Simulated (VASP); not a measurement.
The system is Br.

```
CELL_PARAMETERS angstrom
0.00000 2.55351 2.55351
2.55351 0.00000 2.55351
2.55351 2.55351 0.00000
ATOMIC_POSITIONS crystal
Br 0.00000 0.00000 0.00000
```

- Program: VASP 6.6.1
- Task: relaxation of cell and atoms
- Functional: r2SCAN
- Potentials or basis: VASP PAW PBE potentials, release 64 (Br)
- Cutoff: 600 eV
- k mesh: 6 × 6 × 6
- Occupations: gaussian, width 0.1 eV
- Spin: no spin polarisation

At the start: pressure -4.3 GPa; volume 33.30 Å³/atom.

Task: Where does the relaxation end?

Result: Over 4 steps the energy falls by 130.8 meV/atom and the volume is 25.77 Å³/atom (-22.6 %); space group Fm-3m (No. 225, to 0.1 Å) before and after.

The path:
```csv
step,energy change (eV),largest force (eV/Å),pressure (GPa),volume (Å³)
1,0.0000,0.0000,-4.28,33.30
2,-0.0961,0.0000,-2.94,29.20
3,-0.1299,0.0000,-0.59,26.37
4,-0.1308,0.0000,0.15,25.77
```

Final structure:
```cif
data_structure
_symmetry_space_group_name_H-M 'P 1'
_symmetry_Int_Tables_number 1
_cell_length_a 3.3156
_cell_length_b 3.3156
_cell_length_c 3.3156
_cell_angle_alpha 60.000
_cell_angle_beta 60.000
_cell_angle_gamma 60.000
_cell_volume 25.77
loop_
_atom_site_label
_atom_site_type_symbol
_atom_site_fract_x
_atom_site_fract_y
_atom_site_fract_z
_atom_site_occupancy
Br1 Br 0.00000 0.00000 0.00000 1
```

Caveat: the volume moved by over 15 % at a fixed basis, so the end points are rough; the PAW data sets were made with another functional, which shifts forces and pressure a little; an odd number of electrons without spin polarisation forces a metal; a magnetic or distorted state may lie lower.
